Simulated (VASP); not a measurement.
# Hf2Sc3N (Cmmm) in VASP: notebook, part 2 of 3

VASP 6.6.1. The steps go on from the part before.

### 3 Single point, PBE

This run uses another cell than the first one, of 17.10 Å³/atom.

Contents of INCAR:

```
SYSTEM = Hf2Sc3N
ALGO = Normal
EDIFF = 1E-6
ENCUT = 520
GGA = PE
ISIF = 2
ISMEAR = 0
LASPH = .TRUE.
LCHARG = .FALSE.
LREAL = .FALSE.
LWAVE = .FALSE.
NBANDS = 38
NELM = 100
PREC = Accurate
SIGMA = 0.1
```

Contents of KPOINTS:

```
k-points
0
G
  4 4 4
  0 0 0
```

Contents of POSCAR:

```
Hf2Sc3N
1.0
    2.5849483100     -4.6521083000      0.0000000000
    2.5849483100      4.6521083000      0.0000000000
    0.0000000000      0.0000000000      4.2664763600
Hf Sc N
2 3 1
Direct
    0.5000000000      0.0000000000      0.5000000000
    0.0000000000      0.5000000000      0.5000000000
    0.6779564000      0.3220436000      0.0000000000
    0.3220436000      0.6779564000      0.0000000000
    0.5000000000      0.5000000000      0.5000000000
    0.0000000000      0.0000000000      0.0000000000
```

Potentials or basis: VASP PAW PBE potentials, release 64 (Hf_pv, Sc_sv, N).

Launch:

```console
> cat potpaw_PBE.64/Hf_pv/POTCAR potpaw_PBE.64/Sc_sv/POTCAR potpaw_PBE.64/N/POTCAR > POTCAR
> mpirun -np 1 vasp_std > vasp.out
```

OUTCAR:

```text
SYSTEM = Hf2Sc3N
   EDIFF = 1E-6
   ENCUT = 520
   GGA = PE
   ISIF = 2
   ISMEAR = 0
   LASPH = .TRUE.
   LREAL = .FALSE.
   NELM = 100
   PREC = Accurate

 ion  position               nearest neighbor table
   1  0.500  0.000  0.500-   3 2.58   4 2.58   3 2.58   4 2.58   2 2.58   2 2.58   5 2.66   5 2.66

   2  0.000  0.500  0.500-   3 2.58   4 2.58   3 2.58   4 2.58   1 2.58   1 2.58   5 2.66   5 2.66

   3  0.678  0.322  0.000-   1 2.58   2 2.58   1 2.58   2 2.58   5 2.70   5 2.70   4 2.91   4 2.91
                             4 3.31
   4  0.322  0.678  0.000-   1 2.58   2 2.58   1 2.58   2 2.58   5 2.70   5 2.70   3 2.91   3 2.91
                             3 3.31
   5  0.500  0.500  0.500-   1 2.66   2 2.66   1 2.66   2 2.66   3 2.70   4 2.70   3 2.70   4 2.70

   6  0.000  0.000  0.000-

  LATTYP: Found a base centered orthorhombic cell.
 ALAT       =     5.1698966200
 B/A-ratio  =     1.7996910352
 C/A-ratio  =     0.8252537088

  Lattice vectors:

 A1 = (   2.5849483100,  -4.6521083000,   0.0000000000)
 A2 = (   2.5849483100,   4.6521083000,   0.0000000000)
 A3 = (   0.0000000000,   0.0000000000,   4.2664763600)

Analysis of symmetry for initial positions (statically):
=====================================================================
 Subroutine PRICEL returns:
 Original cell was already a primitive cell.

 Routine SETGRP: Setting up the symmetry group for a
 base centered orthorhombic supercell.

 Subroutine GETGRP returns: Found  8 space group operations
 (whereof  8 operations were pure point group operations)
 out of a pool of  8 trial point group operations.

The static configuration has the point symmetry D_2h.

Analysis of symmetry for dynamics (positions and initial velocities):
=====================================================================
 Subroutine PRICEL returns:
 Original cell was already a primitive cell.

 Routine SETGRP: Setting up the symmetry group for a
 base centered orthorhombic supercell.

 Subroutine GETGRP returns: Found  8 space group operations
 (whereof  8 operations were pure point group operations)
 out of a pool of  8 trial point group operations.

The dynamic configuration has the point symmetry D_2h.

 Subroutine INISYM returns: Found  8 space group operations
 (whereof  8 operations are pure point group operations),
 and found     1 'primitive' translations

----------------------------------------------------------------------------------------

                                     Primitive cell

  volume of cell :     102.6127

  direct lattice vectors                    reciprocal lattice vectors
     2.584948310 -4.652108300  0.000000000     0.193427465 -0.107478151  0.000000000
     2.584948310  4.652108300  0.000000000     0.193427465  0.107478151  0.000000000
     0.000000000  0.000000000  4.266476360     0.000000000  0.000000000  0.234385454

  length of vectors
     5.322036208  5.322036208  4.266476360     0.221282031  0.221282031  0.234385454

  position of ions in fractional coordinates (direct lattice)
     0.500000000  0.000000000  0.500000000
     0.000000000  0.500000000  0.500000000
     0.677956400  0.322043600  0.000000000
     0.322043600  0.677956400  0.000000000
     0.500000000  0.500000000  0.500000000
     0.000000000  0.000000000  0.000000000
[... 38 lines left out ...]
  0.000000  0.000000  0.000000      1.000000
  0.250000  0.000000  0.000000      4.000000
  0.500000  0.000000  0.000000      2.000000
  0.250000  0.250000  0.000000      2.000000
  0.500000  0.250000  0.000000      4.000000
 -0.250000  0.250000  0.000000      2.000000
[... 13 lines left out ...]
 -0.250000  0.250000  0.500000      2.000000
  0.500000  0.500000  0.500000      1.000000
   k-points           NKPTS =     21   k-points in BZ     NKDIM =     21   number of bands    NBANDS=     38
   number of dos      NEDOS =    301   number of ions     NIONS =      6
   total plane-waves  NPLWV =  51200
   dimension x,y,z NGX =    40 NGY =   40 NGZ =   32
   dimension x,y,z NGXF=    80 NGYF=   80 NGZF=   64
   ions per type =               2   3   1
   NGX,Y,Z   is equivalent  to a cutoff of  12.49, 12.49, 12.47 a.u.
   NGXF,Y,Z  is equivalent  to a cutoff of  24.99, 24.99, 24.94 a.u.
 SYSTEM =  Hf2Sc3N
   PREC   = accura    normal or accurate (medium, high low for compatibility)
   ISTART =      0    job   : 0-new  1-cont  2-samecut
   ICHARG =      2    charge: 1-file 2-atom 10-const
   ISPIN  =      1    spin polarized calculation?
   LNONCOLLINEAR =      F non collinear calculations
   LSORBIT =      F    spin-orbit coupling
   LASPH  =      T    aspherical Exc in radial PAW
   ENCUT  =  520.0 eV  38.22 Ry    6.18 a.u.   9.90  9.90  7.93*2*pi/ulx,y,z
   NELM   =    100;   NELMIN=  2; NELMDL= -5     # of ELM steps
   EDIFF  = 0.1E-05   stopping-criterion for ELM
   LREAL  =      F    real-space projection
   EDIFFG = 0.1E-04   stopping-criterion for IOM
   NSW    =      0    number of steps for IOM
   IBRION =     -1    ionic relax: 0-MD 1-quasi-New 2-CG
   NFREE  =      0    steps in history (QN), initial steepest desc. (CG)
   ISIF   =      2    stress and relaxation
   ISYM   =      2    0-nonsym 1-usesym 2-fastsym
   POTIM  = 0.5000    time-step for ionic-motion
   TEBEG  =    0.0;   TEEND  =   0.0 temperature during run
   PSTRESS=    0.0 pullay stress
   NELECT =      58.0000    total number of electrons
   NUPDOWN=      -1.0000    fix difference up-down
   EMIN   =  10.00;   EMAX   =-10.00  energy-range for DOS
   EFERMI =   0.00;   METHOD = LEGACY
   ISMEAR =     0;   SIGMA  =   0.10  broadening in eV -4-tet -1-fermi 0-gaus
   EFERMI_NEDOS =   21; number of points for ismear=-14 and -15
   IALGO  =     38    algorithm
   IMIX   =      4    mixing-type and parameters
     AMIX     =   0.40;   BMIX     =  1.00
     AMIX_MAG =   1.60;   BMIX_MAG =  1.00
  volume/ion in A,a.u.               =      17.10       115.41
  Fermi-wavevector in a.u.,A,eV,Ry     =   1.353580  2.557895 24.928294  1.832178
  Thomas-Fermi vector in A             =   2.480823
   LORBIT       =      0    0 simple, 1 ext, 2 COOP (PROOUT), +10 PAW based schemes
   GGA     = PE    functional components
   LHFCALC =     F    Hartree Fock is set to
   AEXX    =    0.0000 exact exchange contribution
   IVDW    =     0    specifies the selected vdW correction
   LEPSILON=     F    determine dielectric tensor
   LRPA    =     F    only Hartree local field effects (RPA)
 non-spin polarized calculation
 Gauss-broadening in eV      SIGMA  =   0.10
  energy-cutoff  :      520.00
  volume of cell :      102.61
 maximum number of plane-waves:      2788
   NGX = 19   NGY = 19   NGZ = 15

 number of electron      58.0000010 magnetization

 Free energy of the ion-electron system (eV)
  ---------------------------------------------------
  ext. energy  EPLUGINS =         0.00000000
  ---------------------------------------------------
  free energy    TOTEN  =       -33.89308675 eV

  energy without entropy =      -33.85446823  energy(sigma->0) =      -33.87377749

 E-fermi :   5.0420     XC(G=0): -11.2322

 val. band max:        5.0307742187   @ k =   0.2500   0.2500   0.0000
 cond. band min:       5.0510894153   @ k =   0.5000   0.2500   0.5000
 fundamental gap:      0.0203151966
 Fermi energy:         5.0420378567

 k-point     1 :       0.0000    0.0000    0.0000
  band No.  band energies     occupation
      1     -43.4417      2.00000
      2     -43.1496      2.00000
      3     -43.1388      2.00000
      4     -26.2382      2.00000
      5     -25.4567      2.00000
      6     -25.1616      2.00000
[... 850 lines left out ...]
     37       6.8082      0.00000
     38       6.9218      0.00000

------------------------ aborting loop because EDIFF is reached ----------------------------------------

  FORCE on cell =-STRESS in cart. coord.  units (eV):
  Direction    XX          YY          ZZ          XY          YZ          ZX
  --------------------------------------------------------------------------------------
  -------------------------------------------------------------------------------------
  Total       18.0737624     14.8897429     29.2060564      0.0000000      0.0000000      0.0000000
  in kB      282.2007292    232.4859767    456.0185227      0.0000000      0.0000000      0.0000000
  external PRESSURE =     323.5684096 kB  Pullay stress =       0.0000000 kB

 VOLUME and BASIS-vectors are now :
 -----------------------------------------------------------------------------
  energy-cutoff  :      520.00
  volume of cell :      102.61
      direct lattice vectors                 reciprocal lattice vectors
     2.584948310 -4.652108300  0.000000000     0.193427465 -0.107478151  0.000000000
     2.584948310  4.652108300  0.000000000     0.193427465  0.107478151  0.000000000
     0.000000000  0.000000000  4.266476360     0.000000000  0.000000000  0.234385454

 POSITION                                       TOTAL-FORCE (eV/Angst)
 -----------------------------------------------------------------------------------
      1.29247     -2.32605      2.13324         0.000000      0.000000      0.000000
      1.29247      2.32605      2.13324         0.000000      0.000000      0.000000
      2.58495     -1.65574      0.00000         0.000000      0.615522      0.000000
      2.58495      1.65574      0.00000         0.000000     -0.615522      0.000000
      2.58495      0.00000      2.13324         0.000000      0.000000      0.000000
      0.00000      0.00000      0.00000         0.000000      0.000000      0.000000
 -----------------------------------------------------------------------------------
    total drift:                               -0.000000      0.000000      0.000000

  FREE ENERGIE OF THE ION-ELECTRON SYSTEM (eV)
  ---------------------------------------------------
  free  energy   TOTEN  =       -33.8930867501 eV

  energy  without entropy=      -33.8544682286  energy(sigma->0) =      -33.87377749
```

OSZICAR:

```text
N       E                     dE             d eps       ncg     rms          rms(c)
DAV:   1     0.949379290691E+03    0.94938E+03   -0.27513E+04  1604   0.165E+03
DAV:   2     0.512988961646E+02   -0.89808E+03   -0.88649E+03  1852   0.648E+02
DAV:   3    -0.295621586932E+02   -0.80861E+02   -0.77197E+02  2620   0.214E+02
DAV:   4    -0.361588258432E+02   -0.65967E+01   -0.61748E+01  2816   0.522E+01
DAV:   5    -0.364878191062E+02   -0.32899E+00   -0.31899E+00  2680   0.114E+01    0.530E+01
DAV:   6    -0.352049254184E+02    0.12829E+01   -0.23642E+01  2664   0.292E+01    0.251E+01
DAV:   7    -0.356411457626E+02   -0.43622E+00   -0.27507E+01  2664   0.380E+01    0.151E+01
DAV:   8    -0.341002576793E+02    0.15409E+01   -0.58387E+00  2536   0.130E+01    0.935E+00
DAV:   9    -0.339050929581E+02    0.19516E+00   -0.11066E+00  2600   0.696E+00    0.386E+00
DAV:  10    -0.338955926276E+02    0.95003E-02   -0.16653E-01  2376   0.294E+00    0.174E+00
DAV:  11    -0.338953319952E+02    0.26063E-03   -0.46147E-02  2624   0.208E+00    0.418E-01
DAV:  12    -0.338933155200E+02    0.20165E-02   -0.21676E-02  2458   0.140E+00    0.285E-01
DAV:  13    -0.338931048911E+02    0.21063E-03   -0.21210E-03  2594   0.414E-01    0.586E-02
DAV:  14    -0.338930825095E+02    0.22382E-04   -0.24903E-04  2832   0.111E-01    0.233E-02
DAV:  15    -0.338930863115E+02   -0.38021E-05   -0.25161E-05  2440   0.327E-02    0.167E-02
DAV:  16    -0.338930867501E+02   -0.43860E-06   -0.37944E-06  1760   0.161E-02
   1 F= -.33893087E+02 E0= -.33873777E+02  d E =-.386185E-01
```

Wall time 59 s (1 thread of AMD EPYC 9R45 (Zen 5), shared host); peak memory 0.22 GiB.

What came out:

| Quantity | Value |
| --- | --- |
| Free energy | -33.8931 eV |
| Pressure | 32.4 GPa |
| Largest force | 0.616 eV/Å |
| Band gap on the k mesh | zero (bands 29 and 30 overlap by 1.39 eV) |

Forces on the atoms (eV/Å):
```
Hf   0.000  0.000  0.000
Hf   0.000  0.000  0.000
Sc   0.000  0.616  0.000
Sc   0.000 -0.616  0.000
Sc   0.000  0.000  0.000
N    0.000  0.000  0.000
```

Levels at points of the mesh, in eV from the Fermi level:
```csv
k point,band 27,band 28,band 29,band 30,band 31,band 32
"(0.00, 0.00, 0.00)",-0.93,-0.92,-0.90,-0.78,-0.42,-0.30
"(0.50, 0.00, 0.00)",-0.34,-0.21,-0.14,-0.03,0.19,0.24
"(0.50, 0.50, 0.00)",-0.40,0.02,0.19,0.38,0.43,0.58
"(0.00, 0.00, 0.50)",-0.50,0.13,0.59,1.21,1.32,1.45
"(0.50, 0.00, 0.50)",-0.60,-0.39,0.15,0.43,0.96,1.02
"(0.50, 0.50, 0.50)",-0.77,0.03,0.35,0.66,0.86,0.87
```

Caveat: the k points lie up to 0.37 Å⁻¹ apart, too coarse for converged energies and pressures of a metal; spin-orbit coupling is left out, which moves the levels of the heavy elements.

### 4 Relaxation of cell and atoms, PBE

This run uses another cell than the first one, of 17.10 Å³/atom.

Contents of INCAR:

```
SYSTEM = Hf2Sc3N
PREC = Accurate ; ENCUT = 600
EDIFF = 1E-7 ; ISMEAR = 0
SIGMA = 0.1 ; LREAL = .FALSE.
LASPH = .TRUE. ; NELM = 100
ALGO = Normal ; ISIF = 3
LWAVE = .FALSE. ; LCHARG = .FALSE.
GGA = PE ; IBRION = 2
NSW = 90 ; EDIFFG = -0.04
```

Contents of KPOINTS:

```
Automatic mesh
0
G
  4 4 4
  0 0 0
```

POSCAR is that of step 3.

Launch:

```console
> cat potpaw_PBE.64/Hf_pv/POTCAR potpaw_PBE.64/Sc_sv/POTCAR potpaw_PBE.64/N/POTCAR > POTCAR
> mpirun -np 1 vasp_std > vasp.out
```

Run time: 36 min. Hardware: 1 thread of AMD EPYC 9R45 (Zen 5), shared host; peak memory 0.31 GiB.

It converged, with:

```yaml
Free_energy: -39.1167 eV
Relaxed_volume: 24.95 Å³/atom
Relaxed_cell: a = 6.305 Å, b = 6.305 Å, c = 5.376 Å, α = 90.00°, β = 90.00°, γ = 135.53°
Space_group_after_relaxing_to_0.1_Å: Cmmm (No. 65)
Energy_gained_by_relaxing: 870.1 meV/atom
Ionic_steps: 25
Pressure_after_relaxing: 0.0 GPa
Largest_force_after_relaxing: 0.024 eV/Å
Band_gap_on_the_k_mesh: zero (bands 29 and 30 overlap by 0.27 eV)
```

Forces on the atoms (eV/Å):
```
Hf   0.000  0.000  0.000
Hf   0.000  0.000  0.000
Sc   0.000  0.024  0.000
Sc   0.000 -0.024  0.000
Sc   0.000  0.000  0.000
N    0.000  0.000  0.000
```

The path:
| step | energy change (eV) | largest force (eV/Å) | pressure (GPa) | volume (Å³) |
| --- | --- | --- | --- | --- |
| 1 | 0.0000 | 0.6155 | 32.36 | 102.61 |
| 2 | -3.9293 | 0.2373 | -3.87 | 162.50 |
| 3 | -4.0692 | 0.1548 | -0.17 | 149.33 |
| 4 | -4.0705 | 0.1655 | -0.65 | 150.81 |
| 5 | -4.2171 | 0.0335 | -0.49 | 149.80 |
| 6 | -4.2889 | 0.5768 | 0.91 | 145.99 |
| 7 | -4.3339 | 0.2731 | 0.07 | 147.85 |
| 8 | -4.3361 | 0.3194 | 0.18 | 147.57 |
| 9 | -4.3631 | 0.4503 | 0.06 | 148.19 |
| 10 | -4.4702 | 0.7879 | -0.27 | 149.93 |
| 11 | -4.6906 | 1.1816 | -0.75 | 152.85 |
| 12 | -4.3793 | 1.1635 | -1.01 | 156.26 |
| 13 | -4.7704 | 1.1795 | -0.95 | 153.74 |
| 14 | -4.7759 | 1.2038 | -1.00 | 154.16 |
| 15 | -4.7809 | 1.2001 | -1.02 | 154.24 |
| 16 | -4.7950 | 1.1885 | -1.08 | 154.46 |
| 17 | -4.8184 | 1.1612 | -1.21 | 154.89 |
| 18 | -4.8423 | 1.0707 | -1.42 | 155.68 |
| 19 | -4.8759 | 1.0244 | -1.36 | 155.34 |
| 20 | -4.9670 | 0.8867 | -1.18 | 154.31 |
| 21 | -5.1068 | 0.6120 | -0.72 | 152.26 |
| 22 | -5.2175 | 0.0191 | 0.58 | 148.10 |
| 23 | -5.2175 | 0.0446 | 0.52 | 148.25 |
| 24 | -5.2196 | 0.0349 | 0.25 | 148.96 |
| 25 | -5.2203 | 0.0244 | -0.04 | 149.73 |

Final structure:
```
Hf Sc N
1.0
     2.38580   -5.83645    0.00000
     2.38580    5.83645    0.00000
     0.00000    0.00000    5.37641
Hf Sc N
2 3 1
Direct
  0.50000 0.00000 0.50000
  0.00000 0.50000 0.50000
  0.62493 0.37507 0.00000
  0.37507 0.62493 0.00000
  0.50000 0.50000 0.50000
  0.00000 0.00000 0.00000
```

Levels at points of the mesh, in eV from the Fermi level:
| k point | band 25 | band 26 | band 27 | band 28 | band 29 | band 30 | band 31 | band 32 | band 33 | band 34 |
| --- | --- | --- | --- | --- | --- | --- | --- | --- | --- | --- |
| (0.00, 0.00, 0.00) | -1.77 | -1.42 | -1.24 | -0.36 | -0.33 | 0.04 | 0.11 | 0.24 | 0.34 | 0.84 |
| (0.50, 0.00, 0.00) | -0.44 | -0.33 | -0.26 | -0.17 | 0.12 | 0.14 | 0.52 | 0.55 | 0.79 | 0.91 |
| (0.50, 0.50, 0.00) | -1.69 | -1.54 | -0.43 | -0.38 | -0.25 | 0.39 | 0.43 | 0.48 | 0.69 | 0.72 |
| (0.00, 0.00, 0.50) | -1.96 | -1.88 | -0.97 | -0.31 | -0.07 | 0.00 | 0.59 | 0.77 | 0.96 | 1.45 |
| (0.50, 0.00, 0.50) | -1.10 | -0.82 | -0.61 | -0.30 | -0.25 | 0.40 | 0.75 | 0.81 | 0.83 | 1.08 |
| (0.50, 0.50, 0.50) | -1.56 | -0.99 | -0.90 | -0.40 | 0.00 | 0.03 | 0.10 | 0.21 | 0.27 | 0.72 |

Caveat: the k points lie up to 0.36 Å⁻¹ apart in the final cell; the volume moved by over 15 % at a fixed basis, so the end points are rough; spin-orbit coupling is left out, which moves the levels of the heavy elements.

(Part 2 of 3 ends here.)
